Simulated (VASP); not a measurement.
# GaP (m.bgw) (F-43m) in VASP: single point with PBE

Aim: the single point of GaP (m.bgw) with PBE.

All numbers are computed with VASP 6.6.1; they aren't measurements. Logs are shortened: lines on timing, memory, paths and dates and some standing lists are left out, and cuts for length are marked.

**1. The cell of the first run**

The structure is cubic, space group F-43m (No. 216). The conventional cell has a = 5.507 Å, b = 5.507 Å, c = 5.507 Å, α = 90.00°, β = 90.00°, γ = 90.00°. Within 3.1 Å of Ga (site symmetry -43m) lie 4 P at 2.38 Å. P (site symmetry -43m) has 4 Ga at 2.38 Å within 3.1 Å.

**2. Single point, PBE**

Contents of INCAR:

```
SYSTEM = GaP
PREC = Accurate
ENCUT = 500
EDIFF = 1E-6
ISMEAR = 0
SIGMA = 0.01
LREAL = .False.
LASPH = .True.
NELM = 120
ALGO = Normal
ISIF = 2
LWAVE = .False.
LCHARG = .False.
GGA = PE
NBANDS = 16
GGA_COMPAT = .False.
```

Contents of KPOINTS:

```
Automatic mesh
0
Gamma
  4 4 4
  0 0 0
```

Contents of POSCAR:

```
GaP
1.0
    0.0000000000      2.7533029100      2.7533029100
    2.7533029100      0.0000000000      2.7533029100
    2.7533029100      2.7533029100      0.0000000000
Ga P
1 1
Direct
    0.0000000000      0.0000000000      0.0000000000
    0.2500000000      0.2500000000      0.2500000000
```

Potentials or basis: VASP PAW PBE potentials, release 64 (Ga_d, P).

Command:

```console
$ cat potpaw_PBE.64/Ga_d/POTCAR potpaw_PBE.64/P/POTCAR > POTCAR
$ mpirun -np 1 vasp_std > vasp.out
```

OUTCAR:

```text
SYSTEM = GaP
   PREC = Accurate
   ENCUT = 500
   EDIFF = 1E-6
   ISMEAR = 0
   LREAL = .False.
   LASPH = .True.
   NELM = 120
   ISIF = 2
   GGA = PE

 ion  position               nearest neighbor table
   1  0.000  0.000  0.000-   2 2.38   2 2.38   2 2.38   2 2.38
   2  0.250  0.250  0.250-   1 2.38   1 2.38   1 2.38   1 2.38

  LATTYP: Found a face centered cubic cell.
 ALAT       =     5.5066058200

  Lattice vectors:

 A1 = (   0.0000000000,   2.7533029100,   2.7533029100)
 A2 = (   2.7533029100,   0.0000000000,   2.7533029100)
 A3 = (   2.7533029100,   2.7533029100,   0.0000000000)

Analysis of symmetry for initial positions (statically):
=====================================================================
 Subroutine PRICEL returns:
 Original cell was already a primitive cell.

 Routine SETGRP: Setting up the symmetry group for a
 face centered cubic supercell.

 Subroutine GETGRP returns: Found 24 space group operations
 (whereof 24 operations were pure point group operations)
 out of a pool of 48 trial point group operations.

The static configuration has the point symmetry T_d .

Analysis of symmetry for dynamics (positions and initial velocities):
=====================================================================
 Subroutine PRICEL returns:
 Original cell was already a primitive cell.

 Routine SETGRP: Setting up the symmetry group for a
 face centered cubic supercell.

 Subroutine GETGRP returns: Found 24 space group operations
 (whereof 24 operations were pure point group operations)
 out of a pool of 48 trial point group operations.

The dynamic configuration has the point symmetry T_d .

 Subroutine INISYM returns: Found 24 space group operations
 (whereof 24 operations are pure point group operations),
 and found     1 'primitive' translations

----------------------------------------------------------------------------------------

                                     Primitive cell

  volume of cell :      41.7438

  direct lattice vectors                    reciprocal lattice vectors
     0.000000000  2.753302910  2.753302910    -0.181600070  0.181600070  0.181600070
     2.753302910  0.000000000  2.753302910     0.181600070 -0.181600070  0.181600070
     2.753302910  2.753302910  0.000000000     0.181600070  0.181600070 -0.181600070

  length of vectors
     3.893758317  3.893758317  3.893758317     0.314540547  0.314540547  0.314540547

  position of ions in fractional coordinates (direct lattice)
     0.000000000  0.000000000  0.000000000
     0.250000000  0.250000000  0.250000000

  ion indices of the primitive-cell ions
   primitive index   ion index
                 1           1
                 2           2

----------------------------------------------------------------------------------------

 KPOINTS: Automatic mesh

Automatic generation of k-mesh.
 Grid dimensions read from file:
 generate k-points for:    4    4    4

 Generating k-lattice:

  Cartesian coordinates                     Fractional coordinates (reciprocal lattice)
    -0.045400017  0.045400017  0.045400017     0.250000000  0.000000000  0.000000000
     0.045400017 -0.045400017  0.045400017     0.000000000  0.250000000  0.000000000
     0.045400017  0.045400017 -0.045400017     0.000000000  0.000000000  0.250000000

  Length of vectors
     0.078635137  0.078635137  0.078635137

  Shift w.r.t. Gamma in fractional coordinates (k-lattice)
     0.000000000  0.000000000  0.000000000

 Subroutine IBZKPT returns following result:
 ===========================================

 Found      8 irreducible k-points:

 Following reciprocal coordinates:
            Coordinates               Weight
  0.000000  0.000000  0.000000      1.000000
  0.250000  0.000000  0.000000      8.000000
  0.500000  0.000000  0.000000      4.000000
  0.250000  0.250000  0.000000      6.000000
  0.500000  0.250000  0.000000     24.000000
 -0.250000  0.250000  0.000000     12.000000
  0.500000  0.500000  0.000000      3.000000
 -0.250000  0.500000  0.250000      6.000000
   k-points           NKPTS =      8   k-points in BZ     NKDIM =      8   number of bands    NBANDS=     16
   number of dos      NEDOS =    301   number of ions     NIONS =      2
   total plane-waves  NPLWV =  21952
   dimension x,y,z NGX =    28 NGY =   28 NGZ =   28
   dimension x,y,z NGXF=    56 NGYF=   56 NGZF=   56
   ions per type =               1   1
   NGX,Y,Z   is equivalent  to a cutoff of  11.95, 11.95, 11.95 a.u.
   NGXF,Y,Z  is equivalent  to a cutoff of  23.91, 23.91, 23.91 a.u.
 SYSTEM =  GaP
   PREC   = accura    normal or accurate (medium, high low for compatibility)
   ISTART =      0    job   : 0-new  1-cont  2-samecut
   ICHARG =      2    charge: 1-file 2-atom 10-const
   ISPIN  =      1    spin polarized calculation?
   LNONCOLLINEAR =      F non collinear calculations
   LSORBIT =      F    spin-orbit coupling
   LASPH  =      T    aspherical Exc in radial PAW
   ENCUT  =  500.0 eV  36.75 Ry    6.06 a.u.   7.10  7.10  7.10*2*pi/ulx,y,z
   NELM   =    120;   NELMIN=  2; NELMDL= -5     # of ELM steps
   EDIFF  = 0.1E-05   stopping-criterion for ELM
   LREAL  =      F    real-space projection
   EDIFFG = 0.1E-04   stopping-criterion for IOM
   NSW    =      0    number of steps for IOM
   IBRION =     -1    ionic relax: 0-MD 1-quasi-New 2-CG
   NFREE  =      0    steps in history (QN), initial steepest desc. (CG)
   ISIF   =      2    stress and relaxation
   ISYM   =      2    0-nonsym 1-usesym 2-fastsym
   POTIM  = 0.5000    time-step for ionic-motion
   TEBEG  =    0.0;   TEEND  =   0.0 temperature during run
   PSTRESS=    0.0 pullay stress
   NELECT =      18.0000    total number of electrons
   NUPDOWN=      -1.0000    fix difference up-down
   EMIN   =  10.00;   EMAX   =-10.00  energy-range for DOS
   EFERMI =   0.00;   METHOD = LEGACY
   ISMEAR =     0;   SIGMA  =   0.01  broadening in eV -4-tet -1-fermi 0-gaus
   EFERMI_NEDOS =   21; number of points for ismear=-14 and -15
   IALGO  =     38    algorithm
   IMIX   =      4    mixing-type and parameters
     AMIX     =   0.40;   BMIX     =  1.00
     AMIX_MAG =   1.60;   BMIX_MAG =  1.00
  volume/ion in A,a.u.               =      20.87       140.85
  Fermi-wavevector in a.u.,A,eV,Ry     =   1.236806  2.337225 20.812692  1.529690
  Thomas-Fermi vector in A             =   2.371400
   LORBIT       =      0    0 simple, 1 ext, 2 COOP (PROOUT), +10 PAW based schemes
   GGA     = PE    functional components
   LHFCALC =     F    Hartree Fock is set to
   AEXX    =    0.0000 exact exchange contribution
   IVDW    =     0    specifies the selected vdW correction
   LEPSILON=     F    determine dielectric tensor
   LRPA    =     F    only Hartree local field effects (RPA)
 non-spin polarized calculation
 Gauss-broadening in eV      SIGMA  =   0.01
  energy-cutoff  :      500.00
  volume of cell :       41.74
 maximum number of plane-waves:      1068
   NGX = 15   NGY = 15   NGZ = 15

 number of electron      18.0000009 magnetization

 Free energy of the ion-electron system (eV)
  ---------------------------------------------------
  ext. energy  EPLUGINS =         0.00000000
  ---------------------------------------------------
  free energy    TOTEN  =        -8.98849526 eV

  energy without entropy =       -8.98849526  energy(sigma->0) =       -8.98849526

 E-fermi :   4.4638     XC(G=0):  -9.6713

 val. band max:        4.3901612672   @ k =   0.0000   0.0000   0.0000
 cond. band min:       5.9506629037   @ k =   0.5000   0.0000   0.0000
 fundamental gap:      1.5605016365
 Fermi energy:         4.4637923693

 k-point     1 :       0.0000    0.0000    0.0000
  band No.  band energies     occupation
      1     -10.1611      2.00000
      2     -10.1611      2.00000
      3     -10.1611      2.00000
      4     -10.0718      2.00000
      5     -10.0718      2.00000
      6      -7.8828      2.00000
[... 8 lines left out ...]
     15      14.1102      0.00000
     16      14.1102      0.00000

 k-point     2 :       0.2500    0.0000    0.0000
  band No.  band energies     occupation
      1     -10.1981      2.00000
      2     -10.1479      2.00000
      3     -10.1479      2.00000
      4     -10.0706      2.00000
      5     -10.0706      2.00000
      6      -7.1379      2.00000
[... 8 lines left out ...]
     15      13.3202      0.00000
     16      14.2150      0.00000

 k-point     3 :       0.5000    0.0000    0.0000
  band No.  band energies     occupation
      1     -10.2311      2.00000
      2     -10.1389      2.00000
      3     -10.1389      2.00000
      4     -10.0651      2.00000
      5     -10.0651      2.00000
      6      -5.9105      2.00000
[... 8 lines left out ...]
     15      15.9600      0.00000
     16      15.9600      0.00000

 k-point     4 :       0.2500    0.2500    0.0000
  band No.  band energies     occupation
      1     -10.2195      2.00000
      2     -10.1326      2.00000
      3     -10.1326      2.00000
      4     -10.0858      2.00000
      5     -10.0620      2.00000
      6      -6.8848      2.00000
[... 8 lines left out ...]
     15      15.0502      0.00000
     16      16.8537      0.00000

 k-point     5 :       0.5000    0.2500    0.0000
  band No.  band energies     occupation
      1     -10.2422      2.00000
      2     -10.1262      2.00000
      3     -10.1193      2.00000
      4     -10.0845      2.00000
      5     -10.0604      2.00000
      6      -5.5956      2.00000
[... 8 lines left out ...]
     15      16.0524      0.00000
     16      17.3405      0.00000

 k-point     6 :      -0.2500    0.2500    0.0000
  band No.  band energies     occupation
      1     -10.2268      2.00000
      2     -10.1350      2.00000
      3     -10.1310      2.00000
      4     -10.0729      2.00000
      5     -10.0699      2.00000
      6      -6.0804      2.00000
[... 8 lines left out ...]
     15      15.2808      0.00000
     16      17.4807      0.00000

 k-point     7 :       0.5000    0.5000    0.0000
  band No.  band energies     occupation
      1     -10.2650      2.00000
      2     -10.1030      2.00000
      3     -10.1026      2.00000
      4     -10.1026      2.00000
      5     -10.0523      2.00000
      6      -5.0456      2.00000
[... 8 lines left out ...]
     15      16.7030      0.00000
     16      17.2428      0.00000

 k-point     8 :      -0.2500    0.5000    0.2500
  band No.  band energies     occupation
      1     -10.2471      2.00000
      2     -10.1268      2.00000
      3     -10.1072      2.00000
      4     -10.0851      2.00000
      5     -10.0637      2.00000
      6      -4.9635      2.00000
[... 8 lines left out ...]
     15      16.1284      0.00000
     16      17.9017      0.00000

------------------------ aborting loop because EDIFF is reached ----------------------------------------

  FORCE on cell =-STRESS in cart. coord.  units (eV):
  Direction    XX          YY          ZZ          XY          YZ          ZX
  --------------------------------------------------------------------------------------
  -------------------------------------------------------------------------------------
  Total        0.0678933      0.0678933      0.0678933     -0.0000000      0.0000000     -0.0000000
  in kB        2.6058255      2.6058255      2.6058255     -0.0000000      0.0000000     -0.0000000
  external PRESSURE =       2.6058255 kB  Pullay stress =       0.0000000 kB

 VOLUME and BASIS-vectors are now :
 -----------------------------------------------------------------------------
  energy-cutoff  :      500.00
  volume of cell :       41.74
      direct lattice vectors                 reciprocal lattice vectors
     0.000000000  2.753302910  2.753302910    -0.181600070  0.181600070  0.181600070
     2.753302910  0.000000000  2.753302910     0.181600070 -0.181600070  0.181600070
     2.753302910  2.753302910  0.000000000     0.181600070  0.181600070 -0.181600070

 POSITION                                       TOTAL-FORCE (eV/Angst)
 -----------------------------------------------------------------------------------
      0.00000      0.00000      0.00000        -0.000000     -0.000000     -0.000000
      1.37665      1.37665      1.37665         0.000000      0.000000      0.000000
 -----------------------------------------------------------------------------------
    total drift:                                0.000001      0.000001      0.000001

  FREE ENERGIE OF THE ION-ELECTRON SYSTEM (eV)
  ---------------------------------------------------
  free  energy   TOTEN  =        -8.9884952584 eV

  energy  without entropy=       -8.9884952584  energy(sigma->0) =       -8.98849526
```

It took 9.6 s on 1 thread of Intel Xeon 8259CL, shared host; peak memory 0.15 GiB.

Results:

```yaml
Free_energy: -8.9885 eV
Pressure: 0.3 GPa
Band_gap_on_the_k_mesh: 1.56 eV, indirect (the least direct gap lies 2.4 meV higher)
```

Levels at points of the mesh, in eV from the valence-band top:
| k point | band 6 | band 7 | band 8 | band 9 | band 10 | band 11 | band 12 | band 13 |
| --- | --- | --- | --- | --- | --- | --- | --- | --- |
| (0.00, 0.00, 0.00) | -12.27 | 0.00 | 0.00 | 0.00 | 1.56 | 3.86 | 3.86 | 3.86 |
| (0.50, 0.00, 0.00) | -10.30 | -6.48 | -1.08 | -1.08 | 1.56 | 4.70 | 4.70 | 8.21 |
| (0.50, 0.50, 0.00) | -9.44 | -6.64 | -2.59 | -2.59 | 1.69 | 1.83 | 10.35 | 10.35 |

Caveat: the k points lie up to 0.49 Å⁻¹ apart.
